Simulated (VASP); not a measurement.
# ZrS (Fm-3m) in VASP: further runs

The runs below take ZrS through single point, with PBEsol.

Program: VASP 6.6.1. These are calculated values, not measurements. Logs are shortened: lines on timing, memory, paths and dates and some standing lists are left out, and cuts for length are marked.

**1. The cell of the first run**

It takes space group Fm-3m (No. 225, cubic). Conventional cell: a = 5.250 Å, b = 5.250 Å, c = 5.250 Å, α = 90.00°, β = 90.00°, γ = 90.00°. Zr (site symmetry m-3m) has 6 S at 2.63 Å within 3.5 Å. S (site symmetry m-3m) has 6 Zr at 2.63 Å within 3.5 Å.

**2. Single point, PBEsol**

File INCAR:

```
SYSTEM = ZrS
PREC     = Accurate       ! precision mode
ENCUT    = 520            ! plane-wave cutoff, eV
EDIFF    = 1E-7           ! SCF threshold, eV
ISMEAR   = 0              ! smearing method
SIGMA    = 0.05           ! smearing width, eV
LREAL    = .FALSE.        ! projectors in reciprocal space
LASPH    = .TRUE.         ! aspherical terms in the spheres
NELM     = 60             ! most SCF steps
ALGO     = Normal         ! electronic algorithm
ISIF     = 2              ! what is computed and relaxed
LWAVE    = .FALSE.        ! write WAVECAR
LCHARG   = .FALSE.        ! write CHGCAR
GGA      = PS             ! functional
NBANDS   = 16             ! bands
```

File KPOINTS:

```
regular mesh
0
G
  12 12 12
  0 0 0
```

File POSCAR:

```
ZrS
1.0
    0.0000000000      2.6250004535      2.6250004535
    2.6250004535      0.0000000000      2.6250004535
    2.6250004535      2.6250004535      0.0000000000
Zr S
1 1
Direct
    0.5000000000      0.5000000000      0.5000000000
    0.0000000000      0.0000000000      0.0000000000
```

Potentials or basis: VASP PAW PBE potentials, release 64 (Zr_sv, S).

On the command line:

```bash
$ cat potpaw_PBE.64/Zr_sv/POTCAR potpaw_PBE.64/S/POTCAR > POTCAR
$ mpirun -np 1 vasp_std > vasp.out
```

OUTCAR:

```text
SYSTEM = ZrS
   PREC = Accurate
   ENCUT = 520
   EDIFF = 1E-7
   ISMEAR = 0
   LREAL = .FALSE.
   LASPH = .TRUE.
   NELM = 60
   ISIF = 2
   GGA = PS

 ion  position               nearest neighbor table
   1  0.500  0.500  0.500-   2 2.63   2 2.63   2 2.63   2 2.63   2 2.63   2 2.63
   2  0.000  0.000  0.000-   1 2.63   1 2.63   1 2.63   1 2.63   1 2.63   1 2.63

  LATTYP: Found a face centered cubic cell.
 ALAT       =     5.2500009070

  Lattice vectors:

 A1 = (   0.0000000000,   2.6250004535,   2.6250004535)
 A2 = (   2.6250004535,   0.0000000000,   2.6250004535)
 A3 = (   2.6250004535,   2.6250004535,   0.0000000000)

Analysis of symmetry for initial positions (statically):
=====================================================================
 Subroutine PRICEL returns:
 Original cell was already a primitive cell.

 Routine SETGRP: Setting up the symmetry group for a
 face centered cubic supercell.

 Subroutine GETGRP returns: Found 48 space group operations
 (whereof 48 operations were pure point group operations)
 out of a pool of 48 trial point group operations.

The static configuration has the point symmetry O_h .

Analysis of symmetry for dynamics (positions and initial velocities):
=====================================================================
 Subroutine PRICEL returns:
 Original cell was already a primitive cell.

 Routine SETGRP: Setting up the symmetry group for a
 face centered cubic supercell.

 Subroutine GETGRP returns: Found 48 space group operations
 (whereof 48 operations were pure point group operations)
 out of a pool of 48 trial point group operations.

The dynamic configuration has the point symmetry O_h .

 Subroutine INISYM returns: Found 48 space group operations
 (whereof 48 operations are pure point group operations),
 and found     1 'primitive' translations

----------------------------------------------------------------------------------------

                                     Primitive cell

  volume of cell :      36.1758

  direct lattice vectors                    reciprocal lattice vectors
     0.000000000  2.625000454  2.625000454    -0.190476158  0.190476158  0.190476158
     2.625000454  0.000000000  2.625000454     0.190476158 -0.190476158  0.190476158
     2.625000454  2.625000454  0.000000000     0.190476158  0.190476158 -0.190476158

  length of vectors
     3.712311243  3.712311243  3.712311243     0.329914383  0.329914383  0.329914383

  position of ions in fractional coordinates (direct lattice)
     0.500000000  0.500000000  0.500000000
     0.000000000  0.000000000  0.000000000

[... 78 lines left out ...]
   EDIFFG = 0.1E-05   stopping-criterion for IOM
   NSW    =      0    number of steps for IOM
   IBRION =     -1    ionic relax: 0-MD 1-quasi-New 2-CG
   NFREE  =      0    steps in history (QN), initial steepest desc. (CG)
   ISIF   =      2    stress and relaxation
   ISYM   =      2    0-nonsym 1-usesym 2-fastsym
   POTIM  = 0.5000    time-step for ionic-motion
   TEBEG  =    0.0;   TEEND  =   0.0 temperature during run
   PSTRESS=    0.0 pullay stress
   NELECT =      18.0000    total number of electrons
   NUPDOWN=      -1.0000    fix difference up-down
   EMIN   =  10.00;   EMAX   =-10.00  energy-range for DOS
   EFERMI =   0.00;   METHOD = LEGACY
   ISMEAR =     0;   SIGMA  =   0.05  broadening in eV -4-tet -1-fermi 0-gaus
   EFERMI_NEDOS =   21; number of points for ismear=-14 and -15
   IALGO  =     38    algorithm
   IMIX   =      4    mixing-type and parameters
     AMIX     =   0.40;   BMIX     =  1.00
     AMIX_MAG =   1.60;   BMIX_MAG =  1.00
  volume/ion in A,a.u.               =      18.09       122.06
  Fermi-wavevector in a.u.,A,eV,Ry     =   1.297258  2.451462 22.896942  1.682878
  Thomas-Fermi vector in A             =   2.428662
   LORBIT       =      0    0 simple, 1 ext, 2 COOP (PROOUT), +10 PAW based schemes
   GGA     = PS    functional components
   LHFCALC =     F    Hartree Fock is set to
   AEXX    =    0.0000 exact exchange contribution
   IVDW    =     0    specifies the selected vdW correction
   LEPSILON=     F    determine dielectric tensor
   LRPA    =     F    only Hartree local field effects (RPA)
 non-spin polarized calculation
 Gauss-broadening in eV      SIGMA  =   0.05
  energy-cutoff  :      520.00
  volume of cell :       36.18
 maximum number of plane-waves:       992
   NGX = 13   NGY = 13   NGZ = 13

 number of electron      18.0000000 magnetization

 Free energy of the ion-electron system (eV)
  ---------------------------------------------------
  ext. energy  EPLUGINS =         0.00000000
  ---------------------------------------------------
  free energy    TOTEN  =       -16.47573640 eV

  energy without entropy =      -16.47345196  energy(sigma->0) =      -16.47459418

 E-fermi :  10.5822     XC(G=0): -11.4603

 val. band max:       10.5682077670   @ k =   0.5000   0.1667   0.0833
 cond. band min:      10.5972078701   @ k =   0.2500   0.1667   0.0833
 fundamental gap:      0.0290001031
 Fermi energy:        10.5821916964

 k-point     1 :       0.0000    0.0000    0.0000
  band No.  band energies     occupation
      1     -39.2709      2.00000
      2     -17.2674      2.00000
      3     -17.2674      2.00000
      4     -17.2674      2.00000
      5      -5.2195      2.00000
      6       7.0852      2.00000
[... 433 lines left out ...]
      3     -17.3557      2.00000
      4     -17.3103      2.00000
      5      -3.7978      2.00000
      6       3.0116      2.00000
[... 8 lines left out ...]
     15      17.5818      0.00000
     16      18.0874      0.00000

 [... further k-points ...]

------------------------ aborting loop because EDIFF is reached ----------------------------------------

  FORCE on cell =-STRESS in cart. coord.  units (eV):
  Direction    XX          YY          ZZ          XY          YZ          ZX
  --------------------------------------------------------------------------------------
  -------------------------------------------------------------------------------------
  Total       -1.4326298     -1.4326298     -1.4326298      0.0000000     -0.0000000      0.0000000
  in kB      -63.4492388    -63.4492388    -63.4492388      0.0000000     -0.0000000      0.0000000
  external PRESSURE =     -63.4492388 kB  Pullay stress =       0.0000000 kB

 VOLUME and BASIS-vectors are now :
 -----------------------------------------------------------------------------
  energy-cutoff  :      520.00
  volume of cell :       36.18
      direct lattice vectors                 reciprocal lattice vectors
     0.000000000  2.625000454  2.625000454    -0.190476158  0.190476158  0.190476158
     2.625000454  0.000000000  2.625000454     0.190476158 -0.190476158  0.190476158
     2.625000454  2.625000454  0.000000000     0.190476158  0.190476158 -0.190476158

 POSITION                                       TOTAL-FORCE (eV/Angst)
 -----------------------------------------------------------------------------------
      2.62500      2.62500      2.62500        -0.000000      0.000000     -0.000000
      0.00000      0.00000      0.00000         0.000000     -0.000000      0.000000
 -----------------------------------------------------------------------------------
    total drift:                                0.000000      0.000000      0.000000

  FREE ENERGIE OF THE ION-ELECTRON SYSTEM (eV)
  ---------------------------------------------------
  free  energy   TOTEN  =       -16.4757364005 eV

  energy  without entropy=      -16.4734519578  energy(sigma->0) =      -16.47459418
```

OSZICAR:

```text
N       E                     dE             d eps       ncg     rms          rms(c)
DAV:   1     0.117643305982E+03    0.11764E+03   -0.93174E+03  2312   0.106E+03
DAV:   2    -0.103003474814E+02   -0.12794E+03   -0.12317E+03  2992   0.287E+02
DAV:   3    -0.173232374114E+02   -0.70229E+01   -0.69765E+01  4184   0.536E+01
DAV:   4    -0.173986043617E+02   -0.75367E-01   -0.75350E-01  2712   0.543E+00
DAV:   5    -0.173998095623E+02   -0.12052E-02   -0.12052E-02  3360   0.554E-01    0.153E+01
DAV:   6    -0.165149023532E+02    0.88491E+00   -0.19345E+00  2824   0.956E+00    0.686E+00
DAV:   7    -0.164821240971E+02    0.32778E-01   -0.17651E-01  3216   0.270E+00    0.282E+00
DAV:   8    -0.164763480481E+02    0.57760E-02   -0.27023E-02  2712   0.102E+00    0.447E-01
DAV:   9    -0.164757902599E+02    0.55779E-03   -0.35428E-03  2760   0.329E-01    0.185E-01
DAV:  10    -0.164757411875E+02    0.49072E-04   -0.47231E-04  2896   0.209E-01    0.485E-02
DAV:  11    -0.164757372527E+02    0.39347E-05   -0.26104E-05  2840   0.436E-02    0.258E-02
DAV:  12    -0.164757362714E+02    0.98131E-06   -0.30564E-06  3032   0.110E-02    0.452E-03
DAV:  13    -0.164757364081E+02   -0.13670E-06   -0.34162E-07  2896   0.486E-03    0.444E-03
DAV:  14    -0.164757364005E+02    0.75881E-08   -0.16333E-08  1424   0.105E-03
   1 F= -.16475736E+02 E0= -.16474594E+02  d E =-.228444E-02
```

Run time: 40 s. Hardware: 1 thread of Intel Xeon Platinum 8259CL at 2.50GHz (Skylake/Cascade Lake), shared host; peak memory 0.18 GiB.

Results:

```yaml
Free_energy: -16.4757 eV
Pressure: -6.3 GPa
Band_gap_on_the_k_mesh: zero (band 9 reaches 12.07 eV, above the bottom of band 10 at 9.25 eV)
```

Caveat: the PAW data sets were made with another functional, which shifts forces and pressure a little.

**3. Single point, PBEsol**

File INCAR:

```
PREC = Accurate ; ENCUT = 520
EDIFF = 1E-6 ; ISMEAR = 0
SIGMA = 0.05 ; LREAL = False
LASPH = True ; NELM = 80
ALGO = Normal ; ISIF = 2
LWAVE = False ; LCHARG = False
GGA = PS ; NBANDS = 16
```

File KPOINTS:

```
regular mesh
0
Gamma
  12 12 12
```

POSCAR is that of step 2.

Potentials or basis: VASP PAW PBE potentials, release 64 (Zr_sv, S).

On the command line:

```bash
$ cat potpaw_PBE.64/Zr_sv/POTCAR potpaw_PBE.64/S/POTCAR > POTCAR
$ mpirun -np 1 vasp_std > vasp.out
```

It took 40 s on 1 thread of Intel Xeon Platinum 8259CL at 2.50GHz (Skylake/Cascade Lake), shared host; peak memory 0.18 GiB.

It converged, with:

```
Free energy            : -16.4757 eV
Pressure               : -6.3 GPa
Band gap on the k mesh : zero (band 9 reaches 12.07 eV, above the bottom of band 10 at 9.25 eV)
```

Levels at points of the mesh, in eV from the Fermi level:
| k point | band 6 | band 7 | band 8 | band 9 | band 10 | band 11 | band 12 | band 13 |
| --- | --- | --- | --- | --- | --- | --- | --- | --- |
| (0.00, 0.00, 0.00) | -3.50 | -3.50 | -3.50 | -1.34 | -1.34 | -1.34 | -0.66 | -0.66 |
| (0.50, 0.00, 0.00) | -8.01 | -5.94 | -5.94 | 1.49 | 1.49 | 1.80 | 1.90 | 5.64 |
| (0.50, 0.50, 0.00) | -6.24 | -4.44 | -4.44 | -3.43 | 0.53 | 2.39 | 2.39 | 2.81 |

Caveat: the PAW data sets were made with another functional, which shifts forces and pressure a little.
